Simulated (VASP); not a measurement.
# LiH (Fm-3m) in VASP: single point with LDA

Aim: the single point of LiH with LDA.

All numbers are computed with VASP 6.6.1; they aren't measurements. Logs are shortened: lines on timing, memory, paths and dates and some standing lists are left out, and cuts for length are marked.

## (1) The cell of the first run

Symmetry: Fm-3m, No. 225, cubic system. Conventional cell: a = 4.065 Å, b = 4.065 Å, c = 4.065 Å, α = 90.00°, β = 90.00°, γ = 90.00°. Within 2.7 Å of Li (site symmetry m-3m) lie 6 H at 2.03 Å. Within 2.7 Å of H (site symmetry m-3m) lie 6 Li at 2.03 Å.

## (2) Single point, LDA

File INCAR:

```
  PREC = Accurate
  ENCUT = 750
  EDIFF = 1E-6
  ISMEAR = 0
  SIGMA = 0.1
  LREAL = False
  LASPH = True
  NELM = 120
  ALGO = Normal
  ISIF = 2
  LWAVE = False
  LCHARG = True
  GGA = CA
  LELF = True
  LVHAR = True
  NBANDS = 9
  GGA_COMPAT = False
```

File KPOINTS:

```
Automatic mesh
0
Gamma
  8 8 8
```

File POSCAR:

```
LiH
1.0
    0.0000000000      2.0325000000      2.0325000000
    2.0325000000      0.0000000000      2.0325000000
    2.0325000000      2.0325000000      0.0000000000
Li H
1 1
Direct
    0.0000000000      0.0000000000      0.0000000000
    0.5000000000      0.5000000000      0.5000000000
```

Potentials or basis: VASP PAW LDA potentials, release 64 (Li_sv, H).

On the command line:

```sh
$ cat potpaw_LDA.64/Li_sv/POTCAR potpaw_LDA.64/H/POTCAR > POTCAR
$ mpirun -np 1 vasp_std > vasp.out
```

OUTCAR:

```text
PREC = Accurate
   ENCUT = 750
   EDIFF = 1E-6
   ISMEAR = 0
   LREAL = False
   LASPH = True
   NELM = 120
   ISIF = 2
   GGA = CA

 ion  position               nearest neighbor table
   1  0.000  0.000  0.000-
   2  0.500  0.500  0.500-

  LATTYP: Found a face centered cubic cell.
 ALAT       =     4.0650000000

  Lattice vectors:

 A1 = (   0.0000000000,   2.0325000000,   2.0325000000)
 A2 = (   2.0325000000,   0.0000000000,   2.0325000000)
 A3 = (   2.0325000000,   2.0325000000,   0.0000000000)

Analysis of symmetry for initial positions (statically):
=====================================================================
 Subroutine PRICEL returns:
 Original cell was already a primitive cell.

 Routine SETGRP: Setting up the symmetry group for a
 face centered cubic supercell.

 Subroutine GETGRP returns: Found 48 space group operations
 (whereof 48 operations were pure point group operations)
 out of a pool of 48 trial point group operations.

The static configuration has the point symmetry O_h .

Analysis of symmetry for dynamics (positions and initial velocities):
=====================================================================
 Subroutine PRICEL returns:
 Original cell was already a primitive cell.

 Routine SETGRP: Setting up the symmetry group for a
 face centered cubic supercell.

 Subroutine GETGRP returns: Found 48 space group operations
 (whereof 48 operations were pure point group operations)
 out of a pool of 48 trial point group operations.

The dynamic configuration has the point symmetry O_h .

 Subroutine INISYM returns: Found 48 space group operations
 (whereof 48 operations are pure point group operations),
 and found     1 'primitive' translations

----------------------------------------------------------------------------------------

                                     Primitive cell

  volume of cell :      16.7927

  direct lattice vectors                    reciprocal lattice vectors
     0.000000000  2.032500000  2.032500000    -0.246002460  0.246002460  0.246002460
     2.032500000  0.000000000  2.032500000     0.246002460 -0.246002460  0.246002460
     2.032500000  2.032500000  0.000000000     0.246002460  0.246002460 -0.246002460

  length of vectors
     2.874389066  2.874389066  2.874389066     0.426088760  0.426088760  0.426088760

  position of ions in fractional coordinates (direct lattice)
     0.000000000  0.000000000  0.000000000
     0.500000000  0.500000000  0.500000000

  ion indices of the primitive-cell ions
   primitive index   ion index
                 1           1
[... 74 lines left out ...]
   LREAL  =      F    real-space projection
   EDIFFG = 0.1E-04   stopping-criterion for IOM
   NSW    =      0    number of steps for IOM
   IBRION =     -1    ionic relax: 0-MD 1-quasi-New 2-CG
   NFREE  =      0    steps in history (QN), initial steepest desc. (CG)
   ISIF   =      2    stress and relaxation
   ISYM   =      2    0-nonsym 1-usesym 2-fastsym
   POTIM  = 0.5000    time-step for ionic-motion
   TEBEG  =    0.0;   TEEND  =   0.0 temperature during run
   PSTRESS=    0.0 pullay stress
   NELECT =       4.0000    total number of electrons
   NUPDOWN=      -1.0000    fix difference up-down
   EMIN   =  10.00;   EMAX   =-10.00  energy-range for DOS
   EFERMI =   0.00;   METHOD = LEGACY
   ISMEAR =     0;   SIGMA  =   0.10  broadening in eV -4-tet -1-fermi 0-gaus
   EFERMI_NEDOS =   21; number of points for ismear=-14 and -15
   IALGO  =     38    algorithm
   IMIX   =      4    mixing-type and parameters
     AMIX     =   0.40;   BMIX     =  1.00
     AMIX_MAG =   1.60;   BMIX_MAG =  1.00
  volume/ion in A,a.u.               =       8.40        56.66
  Fermi-wavevector in a.u.,A,eV,Ry     =   1.014817  1.917726 14.012000  1.029853
  Thomas-Fermi vector in A             =   2.148066
   LORBIT       =      0    0 simple, 1 ext, 2 COOP (PROOUT), +10 PAW based schemes
   GGA     = CA    functional components
   LHFCALC =     F    Hartree Fock is set to
   AEXX    =    0.0000 exact exchange contribution
   IVDW    =     0    specifies the selected vdW correction
   LEPSILON=     F    determine dielectric tensor
   LRPA    =     F    only Hartree local field effects (RPA)
 non-spin polarized calculation
 Gauss-broadening in eV      SIGMA  =   0.10
  energy-cutoff  :      750.00
  volume of cell :       16.79
 maximum number of plane-waves:       817
 NGX is ok and might be reduce to    28
   NGX = 13   NGY = 13   NGZ = 13

 number of electron       3.9999999 magnetization

 Free energy of the ion-electron system (eV)
  ---------------------------------------------------
  ext. energy  EPLUGINS =         0.00000000
  ---------------------------------------------------
  free energy    TOTEN  =        -6.47122505 eV

  energy without entropy =       -6.47122505  energy(sigma->0) =       -6.47122505

 E-fermi :   0.4555     XC(G=0):  -8.6691

 val. band max:        0.0036503307   @ k =   0.5000   0.5000   0.0000
 cond. band min:       2.6498322244   @ k =   0.5000   0.5000   0.0000
 fundamental gap:      2.6461818937
 Fermi energy:         0.4554936690

 k-point     1 :       0.0000    0.0000    0.0000
  band No.  band energies     occupation
      1     -43.4869      2.00000
      2      -5.4021      2.00000
      3      15.5843      0.00000
      4      16.9973      0.00000
      5      16.9973      0.00000
      6      16.9973      0.00000
      7      21.7492      0.00000
      8      21.7492      0.00000
      9      21.7492      0.00000
[... 265 lines left out ...]
 k-point    24 :      -0.3750    0.2500    0.1250
  band No.  band energies     occupation
      1     -43.4354      2.00000
      2      -1.7297      2.00000
      3       4.6973      0.00000
      4       8.4167      0.00000
      5      12.5994      0.00000
      6      15.6300      0.00000
      7      22.1799      0.00000
      8      25.1476      0.00000
      9      26.2749      0.00000

 [... further k-points ...]
[... 5 lines left out ...]
  --------------------------------------------------------------------------------------
  -------------------------------------------------------------------------------------
  Total       -0.4238048     -0.4238048     -0.4238048      0.0000000      0.0000000     -0.0000000
  in kB      -40.4347507    -40.4347507    -40.4347507      0.0000000      0.0000000     -0.0000000
  external PRESSURE =     -40.4347507 kB  Pullay stress =       0.0000000 kB

 VOLUME and BASIS-vectors are now :
 -----------------------------------------------------------------------------
  energy-cutoff  :      750.00
  volume of cell :       16.79
      direct lattice vectors                 reciprocal lattice vectors
     0.000000000  2.032500000  2.032500000    -0.246002460  0.246002460  0.246002460
     2.032500000  0.000000000  2.032500000     0.246002460 -0.246002460  0.246002460
     2.032500000  2.032500000  0.000000000     0.246002460  0.246002460 -0.246002460

 POSITION                                       TOTAL-FORCE (eV/Angst)
 -----------------------------------------------------------------------------------
      0.00000      0.00000      0.00000         0.000000      0.000000      0.000000
      2.03250      2.03250      2.03250         0.000000     -0.000000     -0.000000
 -----------------------------------------------------------------------------------
    total drift:                                0.000000      0.000000      0.000000

  FREE ENERGIE OF THE ION-ELECTRON SYSTEM (eV)
  ---------------------------------------------------
  free  energy   TOTEN  =        -6.4712250503 eV

  energy  without entropy=       -6.4712250503  energy(sigma->0) =       -6.47122505
```

Run time: 12 s. Hardware: 1 thread of Intel Xeon 8259CL, shared host; peak memory 0.13 GiB.

What came out:

```yaml
Free_energy: -6.4712 eV
Pressure: -4.0 GPa
Band_gap_on_the_k_mesh: 2.65 eV, direct
```

Levels at points of the mesh, in eV from the valence-band top:
```csv
k point,band 1,band 2,band 3,band 4,band 5,band 6,band 7
"(0.00, 0.00, 0.00)",-43.49,-5.41,15.58,16.99,16.99,16.99,21.75
"(0.50, 0.00, 0.00)",-43.45,-2.64,4.53,13.17,15.61,15.61,18.39
"(0.50, 0.50, 0.00)",-43.43,0.00,2.65,10.20,10.20,13.41,16.38
```
